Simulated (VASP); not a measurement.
Set up this calculation in VASP 6.6.1, as the native input.

```yaml
Task: relaxation of cell and atoms
Functional: PBEsol
Dispersion: D4
Potentials_or_basis: VASP PAW PBE potentials, release 64 (Ge_d)
Cutoff: 600 eV
k_mesh: 12 × 12 × 12
Occupations: fermi-dirac, width 0.05 eV
Spin: no spin polarisation
Dipole_correction: no
Further_INCAR_settings: ALGO = Normal; EDIFF = 1e-06; IBRION = 2; EDIFFG = -0.01; NSW = 60; ISIF = 3
```

The structure of Ge lies in POSCAR:

```
Ge
1.0
   -1.6084200000      1.6084200000      1.8731800000
    1.6084200000     -1.6084200000      1.8731800000
    1.6084200000      1.6084200000     -1.8731800000
Ge
1
Direct
    0.5000000000      0.5000000000      0.0000000000
```

One way to write it, as run:

INCAR

```
PREC     = Accurate       # precision mode
ENCUT    = 600            # plane-wave cutoff, eV
EDIFF    = 1E-6           # SCF threshold, eV
ISMEAR   = -1             # smearing method
SIGMA    = 0.05           # smearing width, eV
LREAL    = False          # projectors in reciprocal space
LASPH    = True           # aspherical terms in the spheres
NELM     = 100            # most SCF steps
ALGO     = Normal         # electronic algorithm
ISIF     = 3              # what is computed and relaxed
LWAVE    = False          # write WAVECAR
LCHARG   = False          # write CHGCAR
GGA      = PS             # functional
IVDW     = 13             # dispersion correction
IBRION   = 2              # ionic algorithm
NSW      = 60             # ionic steps
EDIFFG   = -0.01          # ionic threshold
```

KPOINTS

```
regular mesh
0
Gamma
  12 12 12
```

Potentials or basis: VASP PAW PBE potentials, release 64 (Ge_d).

The run is started by

```sh
$ cat potpaw_PBE.64/Ge_d/POTCAR > POTCAR
$ mpirun -np 1 vasp_std > vasp.out
```

Results of the run:

The relaxed volume is 17.99 Å³/atom. The relaxed cell is a = 2.872 Å, b = 2.872 Å, c = 2.872 Å, α = 113.50°, β = 113.50°, γ = 101.67°, the space group after relaxing (to 0.05 Å) is I4/mmm (No. 139) and the energy gained by relaxing is 20.5 meV/atom. The ionic steps are 8, the pressure after relaxing is 0.0 GPa and the band gap on the k mesh is zero (band 7 reaches 16.50 eV, above the bottom of band 8 at 4.16 eV). The dispersion energy per atom is -0.232 eV.

Caveat: the PAW data sets were made with another functional, which shifts forces and pressure a little; pairwise dispersion overbinds metals, which lowers pressure and volume.

Run time: 38 s on 1 thread of Intel(R) Xeon(R) 6975P-C (Granite Rapids), with other jobs on the host, peak memory 0.17 GiB.
